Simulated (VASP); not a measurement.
Set up this calculation in VASP 6.6.1, as the native input.

```yaml
Task: single point
Functional: PBE
Potentials_or_basis: VASP PAW PBE potentials, release 64 (Rb_sv, Ti_sv, I)
Cutoff: 520 eV
k_mesh: 3 × 3 × 3
Occupations: gaussian, width 0.2 eV
Spin: collinear spin
Starting_moments: "[0.0, 0.0, 0.0, 1.0, 1.0, 1.0, 0.0] μB"
Dipole_correction: no
Further_INCAR_settings: ALGO = Normal; EDIFF = 1e-06; NBANDS = 48
```

The structure of Rb3Ti3I lies in POSCAR:

```
Rb3Ti3I
1.0
    7.4104753022      0.0000000000      0.0000000000
    0.0000000000      7.4104753022      0.0000000000
    0.0000000000      0.0000000000      7.4655346511
Rb Ti I
3 3 1
Direct
    0.5000000000      0.5000000000      0.5000000000
    0.0000000000      0.5000000000      0.0000000000
    0.5000000000      0.0000000000      0.0000000000
    0.5000000000      0.5000000000      0.0000000000
    0.0000000000      0.0000000000      0.1240720122
    0.0000000000      0.0000000000      0.8759279878
    0.0000000000      0.0000000000      0.5000000000
```

The cell was built from a structure type or drawn by symmetry, and may not be a known phase.

These files were run (other wordings do the same):

INCAR

```
SYSTEM = Rb3Ti3I
  PREC = Accurate
  ENCUT = 520
  EDIFF = 1E-6
  ISMEAR = 0
  SIGMA = 0.2
  LREAL = .False.
  LASPH = .True.
  NELM = 150
  ALGO = Normal
  ISIF = 2
  LWAVE = .False.
  LCHARG = .True.
  ISPIN = 2
  MAGMOM = 0 0 0 1 1 1 0
  LORBIT = 11
  LMAXMIX = 4
  GGA = PE
  LELF = .True.
  LVHAR = .True.
  NBANDS = 48
```

KPOINTS

```
regular mesh
0
Gamma
  3 3 3
  0 0 0
```

Potentials or basis: VASP PAW PBE potentials, release 64 (Rb_sv, Ti_sv, I).

Run with:

```bash
$ cat potpaw_PBE.64/Rb_sv/POTCAR potpaw_PBE.64/Ti_sv/POTCAR potpaw_PBE.64/I/POTCAR > POTCAR
$ mpirun -np 1 vasp_std > vasp.out
```

Results of the run:

* Pressure: 0.2 GPa
* Largest force: 1.046 eV/Å
* Net moment: 3.74 μB per cell
* Site moments: Rb +0.03, +0.02 (each value once); Ti +2.03, +0.01 (each value once); I +0.01 μB
* Valence electrons inside the program's atomic spheres: Rb 7.30, 7.31 (each value once); Ti 10.17, 10.69 (each value once); I 4.33

Caveat: atoms lie so close that the PAW spheres overlap strongly, which falsifies energies and pressures; forces of over 1 eV/Å act on the atoms, so gaps and moduli don't describe the material at rest.

Wall time 8.8 min on 1 thread of AMD EPYC 7R13 Processor (Zen 3) (shared host), peak memory 0.64 GiB.
